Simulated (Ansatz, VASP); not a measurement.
One calculation of Al2O3, two programs

```
Al O
1.0
     2.37932    1.37370    4.33179
    -2.37932    1.37370    4.33179
     0.00000   -2.74740    4.33179
Al O
4 6
Direct
  0.35191 0.35191 0.35191
  0.14809 0.14809 0.14809
  0.64809 0.64809 0.64809
  0.85191 0.85191 0.85191
  0.55637 0.94363 0.25000
  0.25000 0.55637 0.94363
  0.94363 0.25000 0.55637
  0.44363 0.05637 0.75000
  0.75000 0.44363 0.05637
  0.05637 0.75000 0.44363
```

Alike in both runs: task single point; functional PBE; k mesh 6 × 6 × 6; occupations fermi-dirac, width 0.02 eV; no spin polarisation.

|  | VASP | Ansatz |
| --- | --- | --- |
| version | VASP 6.6.1 | Ansatz 0.2.0 |
| potentials or method | VASP PAW PBE potentials, release 64 (Al, O) | plane waves, PAW |
| plane-wave cutoff (eV) | 520 | 420 |
| valence electrons in the cell | 48 | 48 |

```tsv
	VASP	Ansatz	Ansatz less VASP
gap on the k mesh at the Fermi level (eV)	6.24	6.24	+0.002
pressure (GPa)	7.4	7.6	+0.14
traceless stress, the component that is largest in VASP (GPa)	-0.39	-0.36	+0.029
rms of the force components (eV/Å)	0.015	0.015	-0.0008
```

Atom by atom the forces differ by 0.001 eV/Å (rms over components).
